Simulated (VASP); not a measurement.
**AlCr2C: single point with r2SCAN**

Crystal: AlCr2C.

```
Al Cr C
1.0
     2.82289    0.00000    0.00000
    -1.41145    2.44470    0.00000
     0.00000    0.00000   12.63015
Al Cr C
2 4 2
Cartesian
  1.4114 0.8149 3.1575
  0.0000 1.6298 9.4726
  0.0000 1.6298 5.2473
  1.4114 0.8149 11.5624
  1.4114 0.8149 7.3828
  0.0000 1.6298 1.0678
  0.0000 0.0000 6.3151
  0.0000 0.0000 0.0000
```

```json
{"Program": "VASP 6.6.1", "Task": "single point", "Functional": "r2SCAN", "Potentials or basis": "VASP PAW PBE potentials, release 64 (Al, Cr_pv, C)", "Cutoff": "520 eV", "k mesh": "15 × 15 × 4", "Occupations": "gaussian, width 0.1 eV", "Spin": "no spin polarisation", "Dipole correction": "no", "Further INCAR settings": "ALGO = Normal; EDIFF = 1e-06; NBANDS = 41"}
```

The pressure is 0.5 GPa, the largest force is 0.123 eV/Å and the band gap on the k mesh is zero (band 31 reaches 10.62 eV, above the bottom of band 32 at 9.72 eV).

Forces in eV/Å, atoms in the order of the input:
```
Al   0.000  0.000  0.000
Al   0.000  0.000  0.000
Cr   0.000  0.000 -0.123
Cr   0.000  0.000 -0.123
Cr   0.000  0.000  0.123
Cr   0.000  0.000  0.123
C    0.000  0.000  0.000
C    0.000  0.000  0.000
```

Stress tensor (GPa, compression positive):
```
0.59 0.00 0.00
0.00 0.59 0.00
0.00 0.00 0.28
```

Levels at points of the mesh, in eV from the Fermi level:
```tsv
k point	band 28	band 29	band 30	band 31	band 32	band 33
(0.00, 0.00, 0.00)	-1.03	-1.01	-1.01	-0.32	-0.32	-0.29
(0.00, 0.00, 0.50)	-1.02	-1.02	-1.02	-0.31	-0.31	-0.31
```

Wall time 33 min on 1 thread of AMD EPYC 7R43 64-Core Processor (Zen 3), with other jobs on the host, peak memory 0.36 GiB.

Caveat: the PAW data sets were made with another functional, which shifts forces and pressure a little. Spin polarisation is off, so any magnetic state and its effect on volume and gap are missing.
